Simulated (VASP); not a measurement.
# I: single point with LDA

I:

```
CELL_PARAMETERS angstrom
3.58866 -2.14132 0.00000
3.58866 2.14132 0.00000
0.00000 0.00000 9.62721
ATOMIC_POSITIONS crystal
I 0.82543 0.17457 0.12318
I 0.67457 0.32543 0.62318
I 0.17457 0.82543 0.87682
I 0.32543 0.67457 0.37682
```

| Item | Value |
| --- | --- |
| Program | VASP 6.6.1 |
| Task | single point |
| Functional | LDA |
| Potentials or basis | VASP PAW LDA potentials, release 64 (I) |
| Cutoff | 520 eV |
| k mesh | 9 × 9 × 4 |
| Occupations | gaussian, width 0.6 eV |
| Spin | no spin polarisation |
| Dipole correction | no |
| Further INCAR settings | ALGO = Normal; EDIFF = 1e-06; NBANDS = 22 |

```yaml
Pressure: 0.2 GPa
Largest_force: 0.098 eV/Å
Band_gap_on_the_k_mesh: 0.64 eV (least direct gap 1.00 eV)
```

Forces in eV/Å, atoms in the order of the input:
```
I    0.000  0.080  0.057
I    0.000 -0.080  0.057
I    0.000 -0.080 -0.057
I    0.000  0.080 -0.057
```

Stress tensor (GPa, compression positive):
```
-0.13  0.00  0.00
 0.00  0.20  0.00
 0.00  0.00  0.40
```

Levels at points of the mesh, in eV from the valence-band top:
```
           k point  band 11  band 12  band 13  band 14  band 15  band 16  band 17  band 18
(0.00, 0.00, 0.00)    -0.95    -0.94    -0.47     0.00     1.03     1.99     4.39     4.92
(0.00, 0.00, 0.50)    -0.75    -0.75    -0.17    -0.17     1.15     1.15     5.21     5.21
```

It took 3.6 min on 1 thread of Intel Xeon 8259CL, with other jobs on the host, peak memory 0.32 GiB.

Caveat: so wide a smearing shifts energies and pressures; semilocal functionals underestimate gaps, and a narrow one can read as zero; spin-orbit coupling is left out, which moves the levels of the heavy elements. A k mesh can miss the band edges.
